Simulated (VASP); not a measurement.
Here is a VASP 6.6.1 calculation.

Contents of INCAR:

```
  ALGO = Normal
  EDIFF = 1E-7
  EDIFFG = -0.002
  ENCUT = 520
  GGA = PS
  GGA_COMPAT = False
  IBRION = 2
  ISIF = 2
  ISMEAR = 0
  LASPH = True
  LCHARG = False
  LREAL = False
  LWAVE = False
  NELM = 120
  NELMIN = 4
  NSW = 60
  PREC = Accurate
  SIGMA = 0.02
```

Contents of KPOINTS:

```
k-points
0
Gamma
  9 9 9
```

File POSCAR:

```
SiC
1.0
    0.0041115828      2.1498653132      2.1498653132
    2.1498653132      0.0041115828      2.1498653132
    2.1498653132      2.1498653132      0.0041115828
Si C
1 1
Direct
    0.0008479889      0.0008479889      0.0008479889
    0.2491520111      0.2491520111      0.2491520111
```

Potentials or basis: VASP PAW PBE potentials, release 64 (Si, C).

The run is started by

```sh
$ cat potpaw_PBE.64/Si/POTCAR potpaw_PBE.64/C/POTCAR > POTCAR
$ mpirun -np 1 vasp_std > vasp.out
```

**Question.** What does it give for the energy gained by relaxing?

**Answer.** 0.6 meV/atom.

**Question.** Estimate the band gap on the k mesh.

**Answer.** 1.33 eV (least direct gap 4.55 eV).

Final structure:
```yaml
crystal:
  lattice:
    - [0.00411, 2.14987, 2.14987]
    - [2.14987, 0.00411, 2.14987]
    - [2.14987, 2.14987, 0.00411]
  atoms:
    - { symbol: Si, position: [0.00012, 0.00012, 0.00012] }
    - { symbol: C, position: [0.24988, 0.24988, 0.24988] }
```

Caveat: the cell differs from its parent crystal (strained cell); an odd mesh through Γ misses points on the zone boundary, where band edges can lie.
